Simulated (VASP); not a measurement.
# Ba (P4/mmm) in VASP: a series of runs, part 3 of 3

VASP 6.6.1. Earlier steps stand in the parts before.

### 5 Single point, LDA

This run uses another cell than the first one, of 63.59 Å³/atom, 1.103 times its volume.

Contents of INCAR:

```
SYSTEM = Ba
PREC     = Accurate       ! precision mode
ENCUT    = 520            ! plane-wave cutoff, eV
EDIFF    = 1E-7           ! SCF threshold, eV
ISMEAR   = -1             ! smearing method
SIGMA    = 0.1            ! smearing width, eV
LREAL    = .False.        ! projectors in reciprocal space
LASPH    = .True.         ! aspherical terms in the spheres
NELM     = 60             ! most SCF steps
ALGO     = Normal         ! electronic algorithm
ISIF     = 2              ! what is computed and relaxed
LWAVE    = .False.        ! write WAVECAR
LCHARG   = .False.        ! write CHGCAR
NBANDS   = 11             ! bands
```

Contents of KPOINTS:

```
regular mesh
0
Gamma
  9 9 10
  0 0 0
```

Contents of POSCAR:

```
Ba
1.0
    4.1996325000      0.0000000000      0.0000000000
    0.0000000000      4.1996325000      0.0000000000
    0.0000000000      0.0000000000      3.6055390000
Ba
1
Direct
    0.5000000000      0.5000000000      0.5000000000
```

Potentials or basis: VASP PAW LDA potentials, release 64 (Ba_sv).

Run with:

```sh
$ cat potpaw_LDA.64/Ba_sv/POTCAR > POTCAR
$ mpirun -np 1 vasp_std > vasp.out
```

OUTCAR:

```text
SYSTEM = Ba
   PREC = Accurate
   ENCUT = 520
   EDIFF = 1E-7
   ISMEAR = -1
   LREAL = .False.
   LASPH = .True.
   NELM = 60
   ISIF = 2

 ion  position               nearest neighbor table
   1  0.500  0.500  0.500-

  LATTYP: Found a simple tetragonal cell.
 ALAT       =     4.1996325000
 C/A-ratio  =     0.8585367886

  Lattice vectors:

 A1 = (   4.1996325000,   0.0000000000,   0.0000000000)
 A2 = (   0.0000000000,   4.1996325000,   0.0000000000)
 A3 = (   0.0000000000,   0.0000000000,   3.6055390000)

Analysis of symmetry for initial positions (statically):
=====================================================================
 Subroutine PRICEL returns:
 Original cell was already a primitive cell.

 Routine SETGRP: Setting up the symmetry group for a
 simple tetragonal supercell.

 Subroutine GETGRP returns: Found 16 space group operations
 (whereof 16 operations were pure point group operations)
 out of a pool of 16 trial point group operations.

The static configuration has the point symmetry D_4h.

Analysis of symmetry for dynamics (positions and initial velocities):
=====================================================================
 Subroutine PRICEL returns:
 Original cell was already a primitive cell.

 Routine SETGRP: Setting up the symmetry group for a
 simple tetragonal supercell.

 Subroutine GETGRP returns: Found 16 space group operations
 (whereof 16 operations were pure point group operations)
 out of a pool of 16 trial point group operations.

The dynamic configuration has the point symmetry D_4h.

 Subroutine INISYM returns: Found 16 space group operations
 (whereof 16 operations are pure point group operations),
 and found     1 'primitive' translations

----------------------------------------------------------------------------------------

                                     Primitive cell

  volume of cell :      63.5906

  direct lattice vectors                    reciprocal lattice vectors
     4.199632500  0.000000000  0.000000000     0.238116073  0.000000000  0.000000000
     0.000000000  4.199632500  0.000000000     0.000000000  0.238116073  0.000000000
     0.000000000  0.000000000  3.605539000     0.000000000  0.000000000  0.277351042

  length of vectors
     4.199632500  4.199632500  3.605539000     0.238116073  0.238116073  0.277351042

  position of ions in fractional coordinates (direct lattice)
     0.500000000  0.500000000  0.500000000

  ion indices of the primitive-cell ions
   primitive index   ion index
                 1           1

----------------------------------------------------------------------------------------

 KPOINTS: regular mesh

Automatic generation of k-mesh.
 Grid dimensions read from file:
 generate k-points for:    9    9   10

 Generating k-lattice:

  Cartesian coordinates                     Fractional coordinates (reciprocal lattice)
     0.026457341  0.000000000  0.000000000     0.111111111  0.000000000  0.000000000
     0.000000000  0.026457341  0.000000000     0.000000000  0.111111111  0.000000000
     0.000000000  0.000000000  0.027735104     0.000000000  0.000000000  0.100000000

  Length of vectors
     0.026457341  0.026457341  0.027735104

  Shift w.r.t. Gamma in fractional coordinates (k-lattice)
     0.000000000  0.000000000  0.000000000

 Subroutine IBZKPT returns following result:
 ===========================================

 Found     90 irreducible k-points:

 Following reciprocal coordinates:
            Coordinates               Weight
  0.000000  0.000000  0.000000      1.000000
  0.111111  0.000000  0.000000      4.000000
  0.222222  0.000000  0.000000      4.000000
  0.333333  0.000000  0.000000      4.000000
  0.444444  0.000000  0.000000      4.000000
  0.111111  0.111111  0.000000      4.000000
[... 16 lines left out ...]
  0.333333  0.111111  0.100000     16.000000
  0.444444  0.111111  0.100000     16.000000
 [... further k-points ...]
   k-points           NKPTS =     90   k-points in BZ     NKDIM =     90   number of bands    NBANDS=     11
   number of dos      NEDOS =    301   number of ions     NIONS =      1
   total plane-waves  NPLWV =  28672
   dimension x,y,z NGX =    32 NGY =   32 NGZ =   28
   dimension x,y,z NGXF=    64 NGYF=   64 NGZF=   56
   ions per type =               1
   NGX,Y,Z   is equivalent  to a cutoff of  12.67, 12.67, 12.91 a.u.
   NGXF,Y,Z  is equivalent  to a cutoff of  25.33, 25.33, 25.82 a.u.
 SYSTEM =  Ba
   PREC   = accura    normal or accurate (medium, high low for compatibility)
   ISTART =      0    job   : 0-new  1-cont  2-samecut
   ICHARG =      2    charge: 1-file 2-atom 10-const
   ISPIN  =      1    spin polarized calculation?
   LNONCOLLINEAR =      F non collinear calculations
   LSORBIT =      F    spin-orbit coupling
   LASPH  =      T    aspherical Exc in radial PAW
   ENCUT  =  520.0 eV  38.22 Ry    6.18 a.u.   7.81  7.81  6.70*2*pi/ulx,y,z
   NELM   =     60;   NELMIN=  2; NELMDL= -5     # of ELM steps
   EDIFF  = 0.1E-06   stopping-criterion for ELM
   LREAL  =      F    real-space projection
   EDIFFG = 0.1E-05   stopping-criterion for IOM
   NSW    =      0    number of steps for IOM
   IBRION =     -1    ionic relax: 0-MD 1-quasi-New 2-CG
   NFREE  =      0    steps in history (QN), initial steepest desc. (CG)
   ISIF   =      2    stress and relaxation
   ISYM   =      2    0-nonsym 1-usesym 2-fastsym
   POTIM  = 0.5000    time-step for ionic-motion
   TEBEG  =    0.0;   TEEND  =   0.0 temperature during run
   PSTRESS=    0.0 pullay stress
   NELECT =      10.0000    total number of electrons
   NUPDOWN=      -1.0000    fix difference up-down
   EMIN   =  10.00;   EMAX   =-10.00  energy-range for DOS
   EFERMI =   0.00;   METHOD = LEGACY
   ISMEAR =    -1;   SIGMA  =   0.10  broadening in eV -4-tet -1-fermi 0-gaus
   EFERMI_NEDOS =   21; number of points for ismear=-14 and -15
   IALGO  =     38    algorithm
   IMIX   =      4    mixing-type and parameters
     AMIX     =   0.40;   BMIX     =  1.00
     AMIX_MAG =   1.60;   BMIX_MAG =  1.00
  volume/ion in A,a.u.               =      63.59       429.13
  Fermi-wavevector in a.u.,A,eV,Ry     =   0.883644  1.669845 10.623788  0.780826
  Thomas-Fermi vector in A             =   2.004437
   LORBIT       =      0    0 simple, 1 ext, 2 COOP (PROOUT), +10 PAW based schemes
   GGA     = CA    functional components
   LHFCALC =     F    Hartree Fock is set to
   AEXX    =    0.0000 exact exchange contribution
   IVDW    =     0    specifies the selected vdW correction
   LEPSILON=     F    determine dielectric tensor
   LRPA    =     F    only Hartree local field effects (RPA)
 non-spin polarized calculation
  energy-cutoff  :      520.00
  volume of cell :       63.59
 maximum number of plane-waves:      1734
 NGX is ok and might be reduce to    32
   NGX = 15   NGY = 15   NGZ = 13

 number of electron      10.0000001 magnetization

 Free energy of the ion-electron system (eV)
  ---------------------------------------------------
  ext. energy  EPLUGINS =         0.00000000
  ---------------------------------------------------
  free energy    TOTEN  =        -1.84459606 eV

  energy without entropy =       -1.79060962  energy(sigma->0) =       -1.81760284

 E-fermi :   1.2653     XC(G=0):  -7.5364

 val. band max:        1.2593354653   @ k =   0.1111   0.0000   0.5000
 cond. band min:       1.2809472422   @ k =   0.0000   0.0000   0.0000
 fundamental gap:      0.0216117770
 Fermi energy:         1.2653323272

 k-point     1 :       0.0000    0.0000    0.0000
  band No.  band energies     occupation
      1     -27.7890      2.00000
      2     -12.7596      2.00000
      3     -12.7596      2.00000
      4     -12.2795      2.00000
      5      -1.2272      2.00000
      6       1.1919      1.35143
      7       1.2809      0.92208
      8       5.3749      0.00000
      9       6.5604      0.00000
     10       6.5604      0.00000
     11       8.0038      0.00000

 k-point     2 :       0.1111    0.0000    0.0000
  band No.  band energies     occupation
      1     -27.7856      2.00000
      2     -12.8149      2.00000
      3     -12.7549      2.00000
      4     -12.2758      2.00000
      5      -1.0689      2.00000
      6       1.2341      1.15502
      7       1.4029      0.40352
      8       5.0112      0.00000
      9       6.3220      0.00000
     10       6.5778      0.00000
     11       7.4527      0.00000
[... 295 lines left out ...]
 k-point    24 :       0.4444    0.1111    0.1000
  band No.  band energies     occupation
      1     -27.7421      2.00000
      2     -13.1653      2.00000
      3     -12.7577      2.00000
      4     -12.4001      2.00000
      5       0.6948      1.99337
      6       1.7218      0.02061
      7       1.9286      0.00263
      8       3.5077      0.00000
      9       5.0221      0.00000
     10       5.8509      0.00000
     11       6.8910      0.00000

 [... further k-points ...]
[... 5 lines left out ...]
  --------------------------------------------------------------------------------------
  -------------------------------------------------------------------------------------
  Total       -0.9702715     -0.9702715      0.6950530      0.0000000      0.0000000      0.0000000
  in kB      -24.4461842    -24.4461842     17.5119999      0.0000000      0.0000000      0.0000000
  external PRESSURE =     -10.4601228 kB  Pullay stress =       0.0000000 kB

 VOLUME and BASIS-vectors are now :
 -----------------------------------------------------------------------------
  energy-cutoff  :      520.00
  volume of cell :       63.59
      direct lattice vectors                 reciprocal lattice vectors
     4.199632500  0.000000000  0.000000000     0.238116073  0.000000000  0.000000000
     0.000000000  4.199632500  0.000000000     0.000000000  0.238116073  0.000000000
     0.000000000  0.000000000  3.605539000     0.000000000  0.000000000  0.277351042

 POSITION                                       TOTAL-FORCE (eV/Angst)
 -----------------------------------------------------------------------------------
      2.09982      2.09982      1.80277         0.000000      0.000000      0.000000
 -----------------------------------------------------------------------------------
    total drift:                                0.000000     -0.000000     -0.000000

  FREE ENERGIE OF THE ION-ELECTRON SYSTEM (eV)
  ---------------------------------------------------
  free  energy   TOTEN  =        -1.8445960629 eV

  energy  without entropy=       -1.7906096229  energy(sigma->0) =       -1.81760284
```

Run time: 38 s. Hardware: 1 thread of Intel Xeon Platinum 8375C at 2.90GHz (Ice Lake), shared host; peak memory 0.18 GiB.

What came out:

| Quantity | Value |
| --- | --- |
| Free energy | -1.8446 eV |
| Pressure | -1.0 GPa |
| Band gap on the k mesh | zero (band 5 reaches 1.45 eV, above the bottom of band 6 at 1.00 eV) |

Stress tensor (GPa, compression positive):
```
-2.44  0.00  0.00
 0.00 -2.44  0.00
 0.00  0.00  1.75
```

Levels at points of the mesh, in eV from the Fermi level:
| k point | band 3 | band 4 | band 5 | band 6 | band 7 | band 8 |
| --- | --- | --- | --- | --- | --- | --- |
| (0.00, 0.00, 0.00) | -14.02 | -13.54 | -2.49 | -0.07 | 0.02 | 4.11 |
| (0.00, 0.00, 0.50) | -13.86 | -13.86 | -0.19 | 1.05 | 1.38 | 1.74 |

Caveat: spin-orbit coupling is left out, which moves the levels of the heavy elements.

### 6 Summary

| cell | gap on the mesh (eV) | pressure (GPa) |
| --- | --- | --- |
| a = 4.000, b = 4.000, c = 3.606 Å, 1 atom | none | -0.7 |
| a = 4.066, b = 4.066, c = 3.606 Å, 1 atom | none | -0.8 |
| a = 4.133, b = 4.133, c = 3.606 Å, 1 atom | none | -1.0 |
| a = 4.200, b = 4.200, c = 3.606 Å, 1 atom | none | -1.0 |

Alike in all rows: task single point; level LDA; potentials or basis VASP PAW LDA potentials, release 64 (Ba_sv); no spin polarisation; k mesh 9 × 9 × 10; cutoff (eV) 520; smearing fermi-dirac 0.1 eV.

Caveats: spin-orbit coupling is left out, which moves the levels of the heavy elements.

Absolute energies hang on the potentials; compare differences alone.
